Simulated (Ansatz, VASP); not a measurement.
Hf: VASP beside Ansatz

```
Hf
1.0
    -1.89525    1.89525    1.89525
     1.89525   -1.89525    1.89525
     1.89525    1.89525   -1.89525
Hf
1
Direct
  0.00000 0.00000 0.00000
```

Change from the starting cell: strain +0.050 along x and y, +0.050 along z, atoms carried along.

Alike in both runs: task single point; functional PBEsol; k mesh 18 × 18 × 18; occupations gaussian, width 0.15 eV; no spin polarisation.

|  | VASP | Ansatz |
| --- | --- | --- |
| version | VASP 6.6.1 | Ansatz 0.2.0 |
| potentials or method | VASP PAW PBE potentials, release 64 (Hf_pv), cutoff 520 eV | scalar-relativistic, plane waves, PAW |
| valence electrons in the cell | 10 | 26 |

|  | VASP | Ansatz | Ansatz less VASP |
| --- | --- | --- | --- |
| gap on the k mesh at the Fermi level (eV) | none | none | - |
| pressure (GPa) | -17.6 | -17.3 | +0.32 |

VASP's potentials were made for PBE, not for PBEsol. A gap of «none» marks a metal or a gap that the smearing closes. The functional is the same, so the differences come from potentials, cutoffs and numerics. VASP's potentials hold 10 valence electrons a cell and Ansatz's 26, so a difference there can come from the potentials and not from the codes.

Neither program's run includes spin-orbit coupling.
